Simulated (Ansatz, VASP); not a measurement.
## CdI2: VASP beside Ansatz

File INCAR:

```
SYSTEM = CdI2
PREC = Accurate
ENCUT = 400
EDIFF = 1E-8
ISMEAR = -1
SIGMA = 0.02
LREAL = .False.
LASPH = .True.
NELM = 120
ALGO = Normal
ISIF = 2
LWAVE = .False.
LCHARG = .False.
GGA = PE
LEFG = .True.
NBANDS = 78
GGA_COMPAT = .False.
```

KPOINTS

```
regular mesh
0
Gamma
  8 8 1
  0 0 0
```

File POSCAR:

```
CdI2
1.0
    4.2893500964      0.0000000000      0.0000000000
   -2.1446750482      3.7146861492      0.0000000000
    0.0000000000      0.0000000000     36.3727908300
Cd I
5 10
Direct
    0.6666666667      0.3333333333      0.8001474000
    0.0000000000      0.0000000000      0.4000643900
    0.3333333333      0.6666666667      0.1998526000
    0.0000000000      0.0000000000      0.5999356100
    0.0000000000      0.0000000000      0.0000000000
    0.6666666667      0.3333333333      0.9526825100
    0.3333333333      0.6666666667      0.0473174900
    0.6666666667      0.3333333333      0.1525591000
    0.3333333333      0.6666666667      0.4473104500
    0.3333333333      0.6666666667      0.8474409000
    0.6666666667      0.3333333333      0.3526811300
    0.0000000000      0.0000000000      0.7527997600
    0.3333333333      0.6666666667      0.6473188700
    0.6666666667      0.3333333333      0.5526895500
    0.0000000000      0.0000000000      0.2472002400
```

Input for Ansatz:

```yaml
crystal:
  lattice:
    - [4.2893500964, 0.0, 0.0]
    - [-2.1446750482, 3.7146861492, 0.0]
    - [0.0, 0.0, 36.37279083]
  atoms:
    - { symbol: Cd, position: [0.6666666667, 0.3333333333, 0.8001474] }
    - { symbol: Cd, position: [0.0, 0.0, 0.40006439] }
    - { symbol: Cd, position: [0.3333333333, 0.6666666667, 0.1998526] }
    - { symbol: Cd, position: [0.0, 0.0, 0.59993561] }
    - { symbol: Cd, position: [0.0, 0.0, 0.0] }
    - { symbol: I, position: [0.6666666667, 0.3333333333, 0.95268251] }
    - { symbol: I, position: [0.3333333333, 0.6666666667, 0.04731749] }
    - { symbol: I, position: [0.6666666667, 0.3333333333, 0.1525591] }
    - { symbol: I, position: [0.3333333333, 0.6666666667, 0.44731045] }
    - { symbol: I, position: [0.3333333333, 0.6666666667, 0.8474409] }
    - { symbol: I, position: [0.6666666667, 0.3333333333, 0.35268113] }
    - { symbol: I, position: [0.0, 0.0, 0.75279976] }
    - { symbol: I, position: [0.3333333333, 0.6666666667, 0.64731887] }
    - { symbol: I, position: [0.6666666667, 0.3333333333, 0.55268955] }
    - { symbol: I, position: [0.0, 0.0, 0.24720024] }
kpoints:
  mp_grid: { grid: [8, 8, 1] }
scf:
  occupations: { method: fermi_dirac, width: 0.02 }
hamiltonian:
  xc: pbe
  pseudopotentials: { kind: paw }
output:
  forces: true
  stress: true
  populations: true
  efg: { quadrupole_moments_barn: { I: -0.68822 }, contact_densities: true }
  write_density: true
  write_potential: true
  elf: true
  volumetric_format: npy
```

Alike in both runs: task electric field gradients; functional PBE; k mesh 8 × 8 × 1; occupations fermi-dirac, width 0.02 eV; no spin polarisation.

|  | VASP | Ansatz |
| --- | --- | --- |
| version | VASP 6.6.1 | Ansatz 0.2.0 |
| potentials or method | VASP PAW PBE potentials, release 64 (Cd, I) | plane-wave PAW, scalar-relativistic |
| plane-wave cutoff (eV) | 400 | 420 |
| valence electrons in the cell | 130 | 270 |

```csv
,VASP,Ansatz,Ansatz less VASP
gap on the k mesh at the Fermi level (eV),2.35,2.36,+0.009
pressure (GPa),0.5,0.6,+0.09
"traceless stress, the component that is largest in VASP (GPa)",-0.10,-0.09,+0.008
rms of the force components (eV/Å),0.029,0.020,-0.0088
size of Vzz on the site where it differs most (V/Å²),60.0,61.3,+1.34
```

Atom by atom the forces differ by 0.009 eV/Å (rms over components). VASP's potentials hold 130 valence electrons a cell and Ansatz's 270, so a difference there can come from the potentials and not from the codes.

Spin-orbit coupling is off throughout.
